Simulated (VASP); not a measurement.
# Re (C2/c) in VASP: notebook

Runs on Re. Level: RPBE. Tasks: single point.

All numbers are computed with VASP 6.6.1; they aren't measurements. Logs are shortened: lines on timing, memory, paths and dates and some standing lists are left out, and cuts for length are marked.

## Step 1: The cell of the first run

The typed cell holds 2 atoms: a = 2.670 Å, b = 2.670 Å, c = 5.071 Å, α = 105.27°, β = 105.27°, γ = 120.00°.

## Step 2: Single point, RPBE (13.30 Å³/atom)

INCAR

```
PREC = Accurate
ENCUT = 520
EDIFF = 1E-7
ISMEAR = -1
SIGMA = 0.1
LREAL = False
LASPH = True
NELM = 100
ALGO = Normal
ISIF = 2
LWAVE = False
LCHARG = False
GGA = RP
NBANDS = 14
```

KPOINTS

```
Automatic mesh
0
Gamma
  16 16 8
```

POSCAR

```
Re
1.0
   -1.7947430225      1.4746342011      1.3155179611
    1.4746342011     -1.7947430225      1.3155179611
    3.3238169203      3.3238169203     -1.9017978538
Re
2
Direct
    0.9583635481      0.0416364519      1.0000000000
    0.7916364519      0.2083635481      0.5000000000
```

Potentials or basis: VASP PAW PBE potentials, release 64 (Re).

Command:

```sh
$ cat potpaw_PBE.64/Re/POTCAR > POTCAR
$ mpirun -np 1 vasp_std > vasp.out
```

OUTCAR:

```text
PREC = Accurate
   ENCUT = 520
   EDIFF = 1E-7
   ISMEAR = -1
   LREAL = False
   LASPH = True
   NELM = 100
   ISIF = 2
   GGA = RP

 ion  position               nearest neighbor table
   1  0.958  0.042  0.000-   2 2.65   2 2.65   2 2.65   2 2.65   2 2.65   2 2.65
   2  0.792  0.208  0.500-   1 2.65   1 2.65   1 2.65   1 2.65   1 2.65   1 2.65

  Warning from LATTYP: Got some problem with cell dimensions!
  Tried to take original basis but could not verify dimensions!
  LATTYP: Found a base centered monoclinic cell.
 ALAT       =     2.6696983610
 B/A-ratio  =     1.7318801545
 C/A-ratio  =     1.6144238447
 COS(beta)  =    -0.0003802527

  Lattice vectors:

 A1 = (  -1.7947430225,   1.4746342011,   1.3155179611)
 A2 = (   1.4746342011,  -1.7947430225,   1.3155179611)
 A3 = (   3.0037080989,   3.0037080989,   0.7292380684)

Analysis of symmetry for initial positions (statically):
=====================================================================
 Subroutine PRICEL returns:
 Original cell was already a primitive cell.

 Routine SETGRP: Setting up the symmetry group for a
 base centered monoclinic supercell.

 Subroutine GETGRP returns: Found  4 space group operations
 (whereof  2 operations were pure point group operations)
 out of a pool of  4 trial point group operations.

The static configuration has the point symmetry C_2 .
 The point group associated with its full space group is C_2h.

Analysis of symmetry for dynamics (positions and initial velocities):
=====================================================================
 Subroutine PRICEL returns:
 Original cell was already a primitive cell.

 Routine SETGRP: Setting up the symmetry group for a
 base centered monoclinic supercell.

 Subroutine GETGRP returns: Found  4 space group operations
 (whereof  2 operations were pure point group operations)
 out of a pool of  4 trial point group operations.

The dynamic configuration has the point symmetry C_2 .
 The point group associated with its full space group is C_2h.

 Subroutine INISYM returns: Found  4 space group operations
 (whereof  2 operations are pure point group operations),
 and found     1 'primitive' translations

----------------------------------------------------------------------------------------

                                     Primitive cell

  volume of cell :      26.6006

  direct lattice vectors                    reciprocal lattice vectors
    -1.794743023  1.474634201  1.315517961    -0.036063144  0.269805507  0.408517034
     1.474634201 -1.794743023  1.315517961     0.269805507 -0.036063144  0.408517034
[... 98 lines left out ...]
   EMIN   =  10.00;   EMAX   =-10.00  energy-range for DOS
   EFERMI =   0.00;   METHOD = LEGACY
   ISMEAR =    -1;   SIGMA  =   0.10  broadening in eV -4-tet -1-fermi 0-gaus
   EFERMI_NEDOS =   21; number of points for ismear=-14 and -15
   IALGO  =     38    algorithm
   IMIX   =      4    mixing-type and parameters
     AMIX     =   0.40;   BMIX     =  1.00
     AMIX_MAG =   1.60;   BMIX_MAG =  1.00
  volume/ion in A,a.u.               =      13.30        89.75
  Fermi-wavevector in a.u.,A,eV,Ry     =   1.321763  2.497770 23.770152  1.747057
  Thomas-Fermi vector in A             =   2.451493
   LORBIT       =      0    0 simple, 1 ext, 2 COOP (PROOUT), +10 PAW based schemes
   GGA     = RP    functional components
   LHFCALC =     F    Hartree Fock is set to
   AEXX    =    0.0000 exact exchange contribution
   IVDW    =     0    specifies the selected vdW correction
   LEPSILON=     F    determine dielectric tensor
   LRPA    =     F    only Hartree local field effects (RPA)
 non-spin polarized calculation
  energy-cutoff  :      520.00
  volume of cell :       26.60
 maximum number of plane-waves:       740
   NGX =  9   NGY =  9   NGZ = 19

 number of electron      14.0000000 magnetization

 Free energy of the ion-electron system (eV)
  ---------------------------------------------------
  ext. energy  EPLUGINS =         0.00000000
  ---------------------------------------------------
  free energy    TOTEN  =       -23.06380636 eV

  energy without entropy =      -23.01701263  energy(sigma->0) =      -23.04040950

 E-fermi :   9.2776     XC(G=0): -14.2719

 val. band max:        9.2679387771   @ k =  -0.0625   0.3125   0.2500
 cond. band min:       9.2847729554   @ k =  -0.0625  -0.1875   0.2500
 fundamental gap:      0.0168341784
 Fermi energy:         9.2775705525

 k-point     1 :       0.0000    0.0000    0.0000
  band No.  band energies     occupation
      1      -1.2919      2.00000
      2       1.8647      2.00000
      3       7.3944      2.00000
      4       7.3962      2.00000
      5       7.4163      2.00000
      6       8.3798      1.99975
      7       8.3829      1.99974
      8       9.4537      0.29315
      9       9.4546      0.29094
     10      10.1382      0.00037
     11      13.1135      0.00000
     12      13.1179      0.00000
     13      20.6968      0.00000
     14      23.4754      0.00000
[... 377 lines left out ...]
      1      -1.1108      2.00000
      2       2.0353      2.00000
      3       6.9183      2.00000
      4       7.5627      2.00000
      5       7.8286      2.00000
      6       8.2490      1.99993
      7       8.5399      1.99875
      8       9.0960      1.71998
      9       9.3062      0.85787
     10       9.6583      0.04344
     11      13.2206      0.00000
     12      13.9511      0.00000
     13      20.7179      0.00000
     14      23.8943      0.00000

 [... further k-points ...]

------------------------ aborting loop because EDIFF is reached ----------------------------------------

  FORCE on cell =-STRESS in cart. coord.  units (eV):
  Direction    XX          YY          ZZ          XY          YZ          ZX
  --------------------------------------------------------------------------------------
  -------------------------------------------------------------------------------------
  Total        9.9995526      9.9995526      9.9612878     -0.0310161      0.0117574      0.0117574
  in kB      602.2810424    602.2810424    599.9763243     -1.8681218      0.7081553      0.7081549
  external PRESSURE =     601.5128031 kB  Pullay stress =       0.0000000 kB

 VOLUME and BASIS-vectors are now :
 -----------------------------------------------------------------------------
  energy-cutoff  :      520.00
  volume of cell :       26.60
      direct lattice vectors                 reciprocal lattice vectors
    -1.794743023  1.474634201  1.315517961    -0.036063144  0.269805507  0.408517034
     1.474634201 -1.794743023  1.315517961     0.269805507 -0.036063144  0.408517034
     3.323816920  3.323816920 -1.901797854     0.161685047  0.161685047  0.039343294

 POSITION                                       TOTAL-FORCE (eV/Angst)
 -----------------------------------------------------------------------------------
     -1.65862      1.33851      1.31552         0.000338     -0.000338      0.000000
      0.54838      2.45532      0.36462        -0.000338      0.000338     -0.000000
 -----------------------------------------------------------------------------------
    total drift:                               -0.000000      0.000000      0.000000

  FREE ENERGIE OF THE ION-ELECTRON SYSTEM (eV)
  ---------------------------------------------------
  free  energy   TOTEN  =       -23.0638063587 eV

  energy  without entropy=      -23.0170126349  energy(sigma->0) =      -23.04040950
```

stdout:

```text
POSCAR found type information on POSCAR Re
 POSCAR found :  1 types and       2 ions
 scaLAPACK will be used
 -----------------------------------------------------------------------------
|                                                                             |
|                                                                             |
|     You enforced a specific xc type in the INCAR file but a different       |
|     I HOPE YOU KNOW WHAT YOU ARE DOING!                                     |
|                                                                             |
 -----------------------------------------------------------------------------

 LDA part: xc-table for (Slater+PW92), standard interpolation
 POSCAR, INCAR and KPOINTS ok, starting setup
 FFT: planning ... GRIDC
 FFT: planning ... GRID_SOFT
 FFT: planning ... GRID
 WAVECAR not read
 entering main loop
```

It took 7.8 min on 1 thread of Intel Xeon 8259CL, shared host; peak memory 0.27 GiB.

What came out:

| Quantity | Value |
| --- | --- |
| Free energy | -23.0638 eV |
| Pressure | 60.2 GPa |
| Band gap on the k mesh | zero (bands 7 and 8 overlap by 3.78 eV) |

Stress tensor (GPa, compression positive):
```
60.23 -0.19  0.07
-0.19 60.23  0.07
 0.07  0.07 60.00
```

Levels at points of the mesh, in eV from the Fermi level:
```
           k point  band 3  band 4  band 5  band 6  band 7  band 8  band 9  band 10  band 11  band 12
(0.00, 0.00, 0.00)   -1.88   -1.88   -1.86   -0.90   -0.89    0.18    0.18     0.86     3.84     3.84
(0.50, 0.00, 0.00)   -4.74   -4.74    0.40    0.40    1.16    1.16    4.97     4.97     5.50     5.50
(0.50, 0.50, 0.00)   -6.04   -2.29   -1.76   -1.54   -0.66    4.60    5.09     5.24     7.01     8.05
(0.00, 0.00, 0.50)   -2.69   -2.69   -2.03   -2.03   -2.02   -2.02    2.94     2.94     2.94     2.94
(0.50, 0.00, 0.50)   -6.04   -2.29   -1.76   -1.53   -0.66    4.60    5.09     5.24     7.01     8.05
(0.50, 0.50, 0.50)   -4.74   -4.74    0.40    0.40    1.16    1.16    4.97     4.97     5.50     5.50
```

Caveat: the cell stands under pressure; the PAW data sets were made with another functional, which shifts forces and pressure a little; spin-orbit coupling is left out, which moves the levels of the heavy elements.

## Step 3: Single point, RPBE (13.90 Å³/atom)

This run uses another cell than the first one, of 13.90 Å³/atom.

INCAR

```
SYSTEM = Re
ALGO     = Normal         ! electronic algorithm
EDIFF    = 1E-7           ! SCF threshold, eV
ENCUT    = 520            ! plane-wave cutoff, eV
GGA      = RP             ! functional
ISIF     = 2              ! what is computed and relaxed
ISMEAR   = -1             ! smearing method
LASPH    = .True.         ! aspherical terms in the spheres
LCHARG   = .False.        ! write CHGCAR
LREAL    = .False.        ! projectors in reciprocal space
LWAVE    = .False.        ! write WAVECAR
NBANDS   = 14             ! bands
NELM     = 100            ! most SCF steps
PREC     = Accurate       ! precision mode
SIGMA    = 0.1            ! smearing width, eV
```

KPOINTS

```
k-points
0
Gamma
  16 16 8
  0 0 0
```

POSCAR

```
Re
1.0
   -1.8215341816      1.4966469121      1.3351554527
    1.4966469121     -1.8215341816      1.3351554527
    3.3734334430      3.3734334430     -1.9301870818
Re
2
Direct
    0.9583635481      0.0416364519      1.0000000000
    0.7916364519      0.2083635481      0.5000000000
```

Potentials or basis: VASP PAW PBE potentials, release 64 (Re).

Command:

```sh
$ cat potpaw_PBE.64/Re/POTCAR > POTCAR
$ mpirun -np 1 vasp_std > vasp.out
```

Run time: 8 min. Hardware: 1 thread of Intel Xeon 8259CL, shared host; peak memory 0.28 GiB.

Results (log left out):

* Free energy: -23.4213 eV
* Pressure: 35.3 GPa
* Band gap on the k mesh: zero (bands 7 and 8 overlap by 3.54 eV)

Stress tensor (GPa, compression positive):
```
35.31 -0.18  0.06
-0.18 35.31  0.06
 0.06  0.06 35.15
```

Levels at points of the mesh, in eV from the Fermi level:
```tsv
k point	band 5	band 6	band 7	band 8	band 9	band 10
(0.00, 0.00, 0.00)	-1.73	-0.82	-0.82	0.19	0.19	0.73
(0.50, 0.00, 0.00)	0.40	0.40	1.04	1.04	4.65	4.65
(0.50, 0.50, 0.00)	-1.76	-1.46	-0.63	4.31	4.76	4.90
(0.00, 0.00, 0.50)	-1.88	-1.88	-1.88	-1.88	2.76	2.76
(0.50, 0.00, 0.50)	-1.76	-1.46	-0.63	4.31	4.76	4.90
(0.50, 0.50, 0.50)	0.40	0.40	1.04	1.04	4.65	4.65
```

Caveat: the cell stands under pressure; the PAW data sets were made with another functional, which shifts forces and pressure a little; spin-orbit coupling is left out, which moves the levels of the heavy elements.

## Step 4: Single point, RPBE (14.51 Å³/atom)

This run uses another cell than the first one, of 14.51 Å³/atom.

INCAR

```
ALGO     = Normal         # electronic algorithm
EDIFF    = 1E-6           # SCF threshold, eV
ENCUT    = 520            # plane-wave cutoff, eV
GGA      = RP             # functional
ISIF     = 2              # what is computed and relaxed
ISMEAR   = -1             # smearing method
LASPH    = True           # aspherical terms in the spheres
LCHARG   = False          # write CHGCAR
LREAL    = False          # projectors in reciprocal space
LWAVE    = False          # write WAVECAR
NBANDS   = 14             # bands
NELM     = 100            # most SCF steps
PREC     = Accurate       # precision mode
SIGMA    = 0.1            # smearing width, eV
```

KPOINTS

```
k-points
0
Gamma
  16 16 8
```

POSCAR

```
Re
1.0
   -1.8475596147      1.5180304713      1.3542316793
    1.5180304713     -1.8475596147      1.3542316793
    3.4216318612      3.4216318612     -1.9577649089
Re
2
Direct
    0.9583635481      0.0416364519      1.0000000000
    0.7916364519      0.2083635481      0.5000000000
```

Potentials or basis: VASP PAW PBE potentials, release 64 (Re).

Command:

```sh
$ cat potpaw_PBE.64/Re/POTCAR > POTCAR
$ mpirun -np 1 vasp_std > vasp.out
```

OUTCAR:

```text
EDIFF = 1E-6
   ENCUT = 520
   GGA = RP
   ISIF = 2
   ISMEAR = -1
   LASPH = True
   LREAL = False
   NELM = 100
   PREC = Accurate

 ion  position               nearest neighbor table
   1  0.958  0.042  0.000-   2 2.73   2 2.73   2 2.73   2 2.73   2 2.73   2 2.73
   2  0.792  0.208  0.500-   1 2.73   1 2.73   1 2.73   1 2.73   1 2.73   1 2.73

  Warning from LATTYP: Got some problem with cell dimensions!
  Tried to take original basis but could not verify dimensions!
  LATTYP: Found a base centered monoclinic cell.
 ALAT       =     2.7482635750
[... 603 lines left out ...]

  FORCE on cell =-STRESS in cart. coord.  units (eV):
  Direction    XX          YY          ZZ          XY          YZ          ZX
  --------------------------------------------------------------------------------------
  -------------------------------------------------------------------------------------
  Total        2.7795696      2.7795696      2.7640773     -0.0341911      0.0067623      0.0067623
  in kB      153.4643927    153.4643927    152.6090340     -1.8877423      0.3733560      0.3733567
  external PRESSURE =     153.1792731 kB  Pullay stress =       0.0000000 kB

 VOLUME and BASIS-vectors are now :
 -----------------------------------------------------------------------------
  energy-cutoff  :      520.00
  volume of cell :       29.02
      direct lattice vectors                 reciprocal lattice vectors
    -1.847559615  1.518030471  1.354231679    -0.035032199  0.262092517  0.396838668
     1.518030471 -1.847559615  1.354231679     0.262092517 -0.035032199  0.396838668
     3.421631861  3.421631861 -1.957764909     0.157062921  0.157062921  0.038218579

 POSITION                                       TOTAL-FORCE (eV/Angst)
 -----------------------------------------------------------------------------------
     -1.70743      1.37790      1.35423        -0.001195      0.001195      0.000000
      0.56452      2.52758      0.37535         0.001195     -0.001195     -0.000000
 -----------------------------------------------------------------------------------
    total drift:                                0.000000     -0.000000      0.000000

  FREE ENERGIE OF THE ION-ELECTRON SYSTEM (eV)
  ---------------------------------------------------
  free  energy   TOTEN  =       -23.6103024067 eV

  energy  without entropy=      -23.5577804989  energy(sigma->0) =      -23.58404145
```

OSZICAR:

```text
N       E                     dE             d eps       ncg     rms          rms(c)
DAV:   1     0.212294102012E+02    0.21229E+02   -0.68978E+03 31016   0.129E+03
DAV:   2    -0.239043224323E+02   -0.45134E+02   -0.40151E+02 25102   0.280E+02
DAV:   3    -0.248943267521E+02   -0.99000E+00   -0.96518E+00 24492   0.435E+01
DAV:   4    -0.249037813093E+02   -0.94546E-02   -0.94486E-02 23562   0.289E+00
DAV:   5    -0.249039693999E+02   -0.18809E-03   -0.18807E-03 24510   0.740E-01    0.404E+01
DAV:   6    -0.239670502952E+02    0.93692E+00   -0.66637E-01 26986   0.221E+01    0.173E+01
DAV:   7    -0.236212986975E+02    0.34575E+00   -0.53389E-01 27122   0.195E+01    0.657E-01
DAV:   8    -0.236111291054E+02    0.10170E-01   -0.70081E-03 23722   0.645E-01    0.137E-01
DAV:   9    -0.236102820624E+02    0.84704E-03   -0.59274E-04 29682   0.338E-01    0.387E-02
DAV:  10    -0.236102994473E+02   -0.17385E-04   -0.45584E-05 24706   0.588E-02    0.892E-03
DAV:  11    -0.236103027831E+02   -0.33358E-05   -0.39255E-07 15780   0.190E-02    0.504E-03
DAV:  12    -0.236103024067E+02    0.37640E-06   -0.31004E-07 12064   0.143E-02
   1 F= -.23610302E+02 E0= -.23584041E+02  d E =-.525219E-01
```

Run time: 6.5 min. Hardware: 1 thread of Intel Xeon 8259CL, shared host; peak memory 0.28 GiB.

Results:

```yaml
Free_energy: -23.6103 eV
Pressure: 15.3 GPa
Band_gap_on_the_k_mesh: zero (bands 7 and 8 overlap by 3.33 eV)
```

Stress tensor (GPa, compression positive):
```
15.35 -0.19  0.04
-0.19 15.35  0.04
 0.04  0.04 15.26
```

Caveat: the cell stands under pressure; the PAW data sets were made with another functional, which shifts forces and pressure a little; spin-orbit coupling is left out, which moves the levels of the heavy elements.

[end of part 1 of 2]

The gap in the log of VASP goes by the Fermi energy; the results here count the filled bands.